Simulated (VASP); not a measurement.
# Si2Mo: single point with PBE

The system is Si2Mo.

```xyz
6
Lattice="0.0000 3.4890 0.0000 0.0000 0.0000 4.7609 6.9780 0.0000 0.0000" Properties=species:S:1:pos:R:3 pbc="T T T"
Si    0.0000    0.0000    0.0000
Si    3.4890    0.0000    0.0000
Si    1.7445    1.7445    2.3804
Si    5.2335    1.7445    2.3804
Mo    1.7445    1.7445    0.0000
Mo    5.2335    1.7445    0.0000
```

```json
{
 "Program": "VASP 6.6.1",
 "Task": "single point",
 "Functional": "PBE",
 "Potentials or basis": "VASP PAW PBE potentials, release 64 (Si, Mo_sv)",
 "Cutoff": "520 eV",
 "k mesh": "6 × 4 × 4",
 "Occupations": "gaussian, width 0.2 eV",
 "Spin": "no spin polarisation"
}
```

```
Pressure               : -0.1 GPa
Band gap on the k mesh : zero (bands 22 and 23 overlap by 1.04 eV)
```

Stress tensor (GPa, compression positive):
```
 0.00  0.00  0.00
 0.00  0.06  0.00
 0.00  0.00 -0.27
```

Levels at points of the mesh, in eV from the Fermi level:
| k point | band 20 | band 21 | band 22 | band 23 | band 24 | band 25 |
| --- | --- | --- | --- | --- | --- | --- |
| (0.00, 0.00, 0.00) | -0.36 | -0.36 | -0.25 | -0.02 | 0.63 | 0.63 |
| (0.50, 0.00, 0.00) | -1.14 | -0.25 | -0.03 | 0.87 | 1.09 | 1.10 |
| (0.00, 0.50, 0.00) | -1.14 | -0.81 | -0.66 | 0.95 | 1.31 | 1.49 |
| (0.50, 0.50, 0.00) | -2.24 | -2.24 | -0.68 | -0.66 | 1.31 | 1.41 |
| (0.00, 0.00, 0.50) | -0.37 | -0.27 | -0.27 | -0.20 | -0.20 | 0.78 |
| (0.50, 0.00, 0.50) | -1.34 | -0.02 | -0.02 | 0.83 | 0.83 | 0.89 |
| (0.00, 0.50, 0.50) | -2.40 | -0.91 | -0.91 | 0.49 | 0.49 | 2.42 |
| (0.50, 0.50, 0.50) | -2.75 | -2.01 | -2.01 | 1.34 | 1.34 | 1.40 |

Run time: 2.1 min on 1 thread of Intel(R) Xeon(R) Platinum 8375C CPU @ 2.90GHz (Ice Lake) (shared host), peak memory 0.28 GiB.
